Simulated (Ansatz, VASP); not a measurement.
**One calculation of HfZr3S8, two programs**

INCAR

```
  PREC = Accurate
  ENCUT = 520
  EDIFF = 1E-7
  ISMEAR = 0
  SIGMA = 0.1
  LREAL = False
  LASPH = True
  NELM = 80
  ALGO = Normal
  ISIF = 2
  LWAVE = False
  LCHARG = True
  GGA = PE
  LELF = True
  LVHAR = True
  NBANDS = 59
```

File KPOINTS:

```
Automatic mesh
0
Gamma
  4 4 4
```

The input POSCAR:

```
HfZr3S8
1.0
    5.8522736900     -3.5760147800      0.0000000000
    5.8522736900      3.5760147800      0.0000000000
    0.0000000000      0.0000000000      6.1938392900
Zr Hf S
3 1 8
Direct
    0.7500000000      0.2500000000      0.0000000000
    0.2500000000      0.7500000000      0.0000000000
    0.5000000000      0.5000000000      0.5000000000
    0.0000000000      0.0000000000      0.5000000000
    0.3810450100      0.3810450100      0.1666666700
    0.6310450100      0.1310450100      0.6666666700
    0.8810450100      0.8810450100      0.1666666700
    0.1310450100      0.6310450100      0.6666666700
    0.1189549900      0.1189549900      0.8333333300
    0.3689549900      0.8689549900      0.3333333300
    0.6189549900      0.6189549900      0.8333333300
    0.8689549900      0.3689549900      0.3333333300
```

Input for Ansatz:

```yaml
crystal:
  lattice:
    - [5.85227369, -3.57601478, 0.0]
    - [5.85227369, 3.57601478, 0.0]
    - [0.0, 0.0, 6.19383929]
  atoms:
    - { symbol: Zr, position: [0.75, 0.25, 0.0] }
    - { symbol: Zr, position: [0.25, 0.75, 0.0] }
    - { symbol: Zr, position: [0.5, 0.5, 0.5] }
    - { symbol: Hf, position: [0.0, 0.0, 0.5] }
    - { symbol: S, position: [0.38104501, 0.38104501, 0.16666667] }
    - { symbol: S, position: [0.63104501, 0.13104501, 0.66666667] }
    - { symbol: S, position: [0.88104501, 0.88104501, 0.16666667] }
    - { symbol: S, position: [0.13104501, 0.63104501, 0.66666667] }
    - { symbol: S, position: [0.11895499, 0.11895499, 0.83333333] }
    - { symbol: S, position: [0.36895499, 0.86895499, 0.33333333] }
    - { symbol: S, position: [0.61895499, 0.61895499, 0.83333333] }
    - { symbol: S, position: [0.86895499, 0.36895499, 0.33333333] }
basis:
  ecutwfc: 420
kpoints:
  mp_grid: { grid: [4, 4, 4] }
hamiltonian:
  xc: pbe
scf:
  occupations: { method: gaussian, width: 0.1 }
  lower_state_search: "off"
output:
  forces: true
  stress: true
  eigenvalues: true
```

Alike in both runs: task single point; functional PBE; k mesh 4 × 4 × 4; occupations gaussian, width 0.1 eV; no spin polarisation.

```csv
,VASP,Ansatz
version,VASP 6.6.1,Ansatz 0.2.0
potentials or method,"VASP PAW PBE potentials, release 64 (Zr_sv, Hf_pv, S), cutoff 520 eV","scalar-relativistic, plane waves, PAW"
valence electrons in the cell,94,110
```

```csv
,VASP,Ansatz,Ansatz less VASP
gap on the k mesh at the Fermi level (eV),0.97,0.96,-0.008
least direct gap on the mesh (eV),1.15,1.15,-0.005
pressure (GPa),10.1,10.3,+0.17
"traceless stress, the component that is largest in VASP (GPa)",-0.26,-0.30,-0.044
rms of the force components (eV/Å),0.579,0.582,+0.0031
```

Atom by atom the forces differ by 0.015 eV/Å (rms over components). VASP's potentials hold 94 valence electrons a cell and Ansatz's 110, so a difference there can come from the potentials and not from the codes.

Spin-orbit coupling is off throughout.
